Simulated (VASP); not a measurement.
## PbS: single point with LDA

PbS:

```
CELL_PARAMETERS angstrom
2.18601 1.26210 3.57177
-2.18601 1.26210 3.57177
0.00000 -2.52419 3.57177
ATOMIC_POSITIONS crystal
Pb 0.98057 0.98057 0.98057
S 0.47504 0.47504 0.47504
```

This cell differs from its parent crystal: functional LDA, strained.

- Program: VASP 6.6.1
- Task: single point
- Functional: LDA
- Potentials or basis: VASP PAW LDA potentials, release 64 (Pb_d, S)
- Cutoff: 520 eV
- k mesh: 9 × 9 × 9
- Occupations: gaussian, width 0.02 eV
- Spin: no spin polarisation
- Dipole correction: no
- Further INCAR settings: ALGO = Normal; EDIFF = 1e-07; NBANDS = 17

```json
{
  "Pressure": "-7.6 GPa",
  "Largest force": "0.050 eV/Å"
}
```

Forces on the atoms (eV/Å):
```
Pb   0.000  0.000  0.050
S    0.000  0.000 -0.050
```

Levels at points of the mesh, in eV from the Fermi level:
```csv
k point,band 6,band 7,band 8,band 9,band 10,band 11,band 12,band 13,band 14,band 15
"(0.00, 0.00, 0.00)",-12.47,-6.23,-1.52,-1.52,-1.52,4.75,4.76,4.76,6.99,6.99
```

Run time: 32 s on 1 thread of Intel(R) Xeon(R) 6975P-C (Granite Rapids), on a shared host, peak memory 0.22 GiB.

Caveat: the cell differs from its parent crystal (functional LDA, strained); this odd mesh misses L, where the gap lies, so gap, dielectric constants and Born charges aren't listed; spin-orbit coupling is left out, which moves the levels of the heavy elements.
